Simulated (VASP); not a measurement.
# CaSe (I4/mmm) in VASP: further runs

The runs below take CaSe through single point, with PBEsol.

Everything below comes from runs of VASP 6.6.1. Logs are shortened: lines on timing, memory, paths and dates and some standing lists are left out, and cuts for length are marked.

## (1) The cell of the first run

It takes space group I4/mmm (No. 139, tetragonal). The conventional cell has a = 4.129 Å, b = 4.129 Å, c = 5.877 Å, α = 90.00°, β = 90.00°, γ = 90.00°. Ca (site symmetry 4/mmm) has 6 Se at 2.92 to 2.94 Å within 3.8 Å. Se (site symmetry 4/mmm) has 6 Ca at 2.92 to 2.94 Å within 3.8 Å.

## (2) Single point, PBEsol (in-plane strain -0.005, then relaxed in part)

Input file INCAR:

```
SYSTEM = CaSe
PREC = Accurate
ENCUT = 520
EDIFF = 1E-6
ISMEAR = 0
SIGMA = 0.01
LREAL = .FALSE.
LASPH = .TRUE.
NELM = 80
ALGO = Normal
ISIF = 2
LWAVE = .FALSE.
LCHARG = .FALSE.
GGA = PS
NBANDS = 15
```

Input file KPOINTS:

```
Automatic mesh
0
G
  8 8 8
  0 0 0
```

Input file POSCAR:

```
CaSe
1.0
    2.9197783305      2.9197783305      0.0000000000
   -2.9197783305      2.9197783305      0.0000000000
    0.0000000000      2.9197783305      2.9384708740
Ca Se
1 1
Direct
    0.0000000000      0.0000000000      0.0000000000
    0.5000000000      0.5000000000      0.0000000000
```

Potentials or basis: VASP PAW PBE potentials, release 64 (Ca_sv, Se).

Started as:

```console
cat potpaw_PBE.64/Ca_sv/POTCAR potpaw_PBE.64/Se/POTCAR > POTCAR
mpirun -np 1 vasp_std > vasp.out
```

OUTCAR:

```text
SYSTEM = CaSe
   PREC = Accurate
   ENCUT = 520
   EDIFF = 1E-6
   ISMEAR = 0
   LREAL = .FALSE.
   LASPH = .TRUE.
   NELM = 80
   ISIF = 2
   GGA = PS

 ion  position               nearest neighbor table
   1  0.000  0.000  0.000-   2 2.92   2 2.92   2 2.92   2 2.92   2 2.94   2 2.94
   2  0.500  0.500  0.000-   1 2.92   1 2.92   1 2.92   1 2.92   1 2.94   1 2.94

  LATTYP: Found a body centered tetragonal cell.
 ALAT       =     4.1291901141
 C/A-ratio  =     1.4232674170

  Lattice vectors:

 A1 = (   2.9197783305,   0.0000000000,  -2.9384708740)
 A2 = (  -2.9197783305,   0.0000000000,  -2.9384708740)
 A3 = (   0.0000000000,   2.9197783305,   2.9384708740)

Analysis of symmetry for initial positions (statically):
=====================================================================
 Subroutine PRICEL returns:
 Original cell was already a primitive cell.

 Routine SETGRP: Setting up the symmetry group for a
 body centered tetragonal supercell.

 Subroutine GETGRP returns: Found 16 space group operations
 (whereof 16 operations were pure point group operations)
 out of a pool of 16 trial point group operations.

The static configuration has the point symmetry D_4h.

Analysis of symmetry for dynamics (positions and initial velocities):
=====================================================================
 Subroutine PRICEL returns:
 Original cell was already a primitive cell.

 Routine SETGRP: Setting up the symmetry group for a
 body centered tetragonal supercell.

 Subroutine GETGRP returns: Found 16 space group operations
 (whereof 16 operations were pure point group operations)
 out of a pool of 16 trial point group operations.

The dynamic configuration has the point symmetry D_4h.

 Subroutine INISYM returns: Found 16 space group operations
 (whereof 16 operations are pure point group operations),
 and found     1 'primitive' translations

----------------------------------------------------------------------------------------

                                     Primitive cell

  volume of cell :      50.1015

  direct lattice vectors                    reciprocal lattice vectors
     2.919778330  2.919778330  0.000000000     0.171245877  0.171245877 -0.170156527
    -2.919778330  2.919778330  0.000000000    -0.171245877  0.171245877 -0.170156527
     0.000000000  2.919778330  2.938470874     0.000000000  0.000000000  0.340313055

  length of vectors
     4.129190114  4.129190114  4.142428826     0.295978959  0.295978959  0.340313055

  position of ions in fractional coordinates (direct lattice)
     0.000000000  0.000000000  0.000000000
     0.500000000  0.500000000  0.000000000

[... 83 lines left out ...]
   ISYM   =      2    0-nonsym 1-usesym 2-fastsym
   POTIM  = 0.5000    time-step for ionic-motion
   TEBEG  =    0.0;   TEEND  =   0.0 temperature during run
   PSTRESS=    0.0 pullay stress
   NELECT =      16.0000    total number of electrons
   NUPDOWN=      -1.0000    fix difference up-down
   EMIN   =  10.00;   EMAX   =-10.00  energy-range for DOS
   EFERMI =   0.00;   METHOD = LEGACY
   ISMEAR =     0;   SIGMA  =   0.01  broadening in eV -4-tet -1-fermi 0-gaus
   EFERMI_NEDOS =   21; number of points for ismear=-14 and -15
   IALGO  =     38    algorithm
   IMIX   =      4    mixing-type and parameters
     AMIX     =   0.40;   BMIX     =  1.00
     AMIX_MAG =   1.60;   BMIX_MAG =  1.00
  volume/ion in A,a.u.               =      25.05       169.05
  Fermi-wavevector in a.u.,A,eV,Ry     =   1.119003  2.114608 17.036765  1.252167
  Thomas-Fermi vector in A             =   2.255638
   LORBIT       =      0    0 simple, 1 ext, 2 COOP (PROOUT), +10 PAW based schemes
   GGA     = PS    functional components
   LHFCALC =     F    Hartree Fock is set to
   AEXX    =    0.0000 exact exchange contribution
   IVDW    =     0    specifies the selected vdW correction
   LEPSILON=     F    determine dielectric tensor
   LRPA    =     F    only Hartree local field effects (RPA)
 non-spin polarized calculation
 Gauss-broadening in eV      SIGMA  =   0.01
  energy-cutoff  :      520.00
  volume of cell :       50.10
 maximum number of plane-waves:      1365
   NGX = 15   NGY = 15   NGZ = 15

 number of electron      16.0000002 magnetization

 Free energy of the ion-electron system (eV)
  ---------------------------------------------------
  ext. energy  EPLUGINS =         0.00000000
  ---------------------------------------------------
  free energy    TOTEN  =       -10.07234361 eV

  energy without entropy =      -10.07234361  energy(sigma->0) =      -10.07234361

 E-fermi :   2.6250     XC(G=0):  -9.4650

 val. band max:        2.5715818353   @ k =   0.0000   0.0000   0.0000
 cond. band min:       4.4120726424   @ k =   0.5000   0.5000   0.0000
 fundamental gap:      1.8404908072
 Fermi energy:         2.6250181909

 k-point     1 :       0.0000    0.0000    0.0000
  band No.  band energies     occupation
      1     -36.8754      2.00000
      2     -17.9572      2.00000
      3     -17.9563      2.00000
      4     -17.9563      2.00000
      5      -9.3704      2.00000
      6       2.5668      2.00000
      7       2.5716      2.00000
      8       2.5716      2.00000
      9       5.9247      0.00000
     10       6.1715      0.00000
     11       6.2159      0.00000
     12       6.2159      0.00000
     13       6.8268      0.00000
     14       6.8472      0.00000
[... 401 lines left out ...]
      2     -18.0447      2.00000
      3     -17.9777      2.00000
      4     -17.9596      2.00000
      5      -8.8626      2.00000
      6       0.0326      2.00000
      7       1.5087      2.00000
      8       1.5508      2.00000
      9       6.5526      0.00000
     10       7.0612      0.00000
     11       7.7021      0.00000
     12       7.7317      0.00000
     13       8.9855      0.00000
     14       9.4895      0.00000
     15      12.0727      0.00000

 [... further k-points ...]
[... 5 lines left out ...]
  --------------------------------------------------------------------------------------
  -------------------------------------------------------------------------------------
  Total        0.2760287      0.2760287      0.0677888      0.0000000      0.0000000     -0.0000000
  in kB        8.8270126      8.8270126      2.1677911      0.0000000      0.0000000     -0.0000000
  external PRESSURE =       6.6072721 kB  Pullay stress =       0.0000000 kB

 VOLUME and BASIS-vectors are now :
 -----------------------------------------------------------------------------
  energy-cutoff  :      520.00
  volume of cell :       50.10
      direct lattice vectors                 reciprocal lattice vectors
     2.919778330  2.919778330  0.000000000     0.171245877  0.171245877 -0.170156527
    -2.919778330  2.919778330  0.000000000    -0.171245877  0.171245877 -0.170156527
     0.000000000  2.919778330  2.938470874     0.000000000  0.000000000  0.340313055

 POSITION                                       TOTAL-FORCE (eV/Angst)
 -----------------------------------------------------------------------------------
      0.00000      0.00000      0.00000        -0.000000     -0.000000      0.000000
      0.00000      2.91978      0.00000         0.000000      0.000000      0.000000
 -----------------------------------------------------------------------------------
    total drift:                                0.000000     -0.000000     -0.000000

  FREE ENERGIE OF THE ION-ELECTRON SYSTEM (eV)
  ---------------------------------------------------
  free  energy   TOTEN  =       -10.0723436104 eV

  energy  without entropy=      -10.0723436104  energy(sigma->0) =      -10.07234361
```

Run time: 31 s. Hardware: 1 thread of Intel Xeon 6975P-C, shared host; peak memory 0.2 GiB.

Results:

* Free energy: -10.0723 eV
* Pressure: 0.7 GPa
* Band gap on the k mesh: 1.84 eV, indirect (least direct gap 2.81 eV)

Levels at points of the mesh, in eV from the valence-band top:
```csv
k point,band 4,band 5,band 6,band 7,band 8,band 9,band 10,band 11,band 12,band 13
"(0.00, 0.00, 0.00)",-20.53,-11.94,0.00,0.00,0.00,3.35,3.60,3.64,3.64,4.26
"(0.50, 0.00, 0.00)",-20.54,-11.17,-3.47,-1.29,-1.29,4.43,5.53,5.56,5.57,7.70
"(0.50, 0.50, 0.00)",-20.57,-11.32,-2.64,-0.99,-0.98,1.84,5.05,5.11,6.13,6.15
"(0.00, 0.00, 0.50)",-20.57,-11.32,-2.66,-0.96,-0.96,1.84,5.08,5.08,6.14,6.14
```

Caveat: the cell differs from its parent crystal (in-plane strain -0.005, then relaxed in part); the PAW data sets were made with another functional, which shifts forces and pressure a little. A k mesh can miss the band edges.

## (3) Single point, PBEsol (in-plane strain -0.005)

Input file INCAR:

```
SYSTEM = CaSe
PREC = Accurate
ENCUT = 520
EDIFF = 1E-6
ISMEAR = 0
SIGMA = 0.01
LREAL = .False.
LASPH = .True.
NELM = 60
ALGO = Normal
ISIF = 2
LWAVE = .False.
LCHARG = .False.
GGA = PS
NBANDS = 15
```

Input file KPOINTS:

```
Automatic mesh
0
Gamma
  8 8 8
  0 0 0
```

Edit POSCAR of step 2 so:

```diff
@@ -4,3 +4,3 @@
    -2.9197783305      2.9197783305      0.0000000000
-    0.0000000000      2.9197783305      2.9384708740
+    0.0000000000      2.9197783305      2.9432539352
 Ca Se
```

Potentials or basis: VASP PAW PBE potentials, release 64 (Ca_sv, Se).

Started as:

```console
cat potpaw_PBE.64/Ca_sv/POTCAR potpaw_PBE.64/Se/POTCAR > POTCAR
mpirun -np 1 vasp_std > vasp.out
```

Run time: 32 s. Hardware: 1 thread of Intel Xeon 6975P-C, shared host; peak memory 0.2 GiB.

Results (log left out):

- Free energy: -10.0724 eV
- Pressure: 0.6 GPa
- Band gap on the k mesh: 1.84 eV, indirect (least direct gap 2.81 eV)

Stress tensor (GPa, compression positive):
```
0.85 0.00 0.00
0.00 0.85 0.00
0.00 0.00 0.02
```

Levels at points of the mesh, in eV from the valence-band top:
| k point | band 5 | band 6 | band 7 | band 8 | band 9 | band 10 | band 11 | band 12 |
| --- | --- | --- | --- | --- | --- | --- | --- | --- |
| (0.00, 0.00, 0.00) | -11.94 | -0.01 | 0.00 | 0.00 | 3.34 | 3.59 | 3.65 | 3.65 |
| (0.50, 0.00, 0.00) | -11.17 | -3.46 | -1.29 | -1.28 | 4.43 | 5.53 | 5.55 | 5.57 |
| (0.50, 0.50, 0.00) | -11.31 | -2.63 | -1.00 | -0.98 | 1.84 | 5.04 | 5.11 | 6.12 |
| (0.00, 0.00, 0.50) | -11.32 | -2.66 | -0.96 | -0.96 | 1.85 | 5.07 | 5.08 | 6.14 |

Caveat: the cell differs from its parent crystal (in-plane strain -0.005); the PAW data sets were made with another functional, which shifts forces and pressure a little.
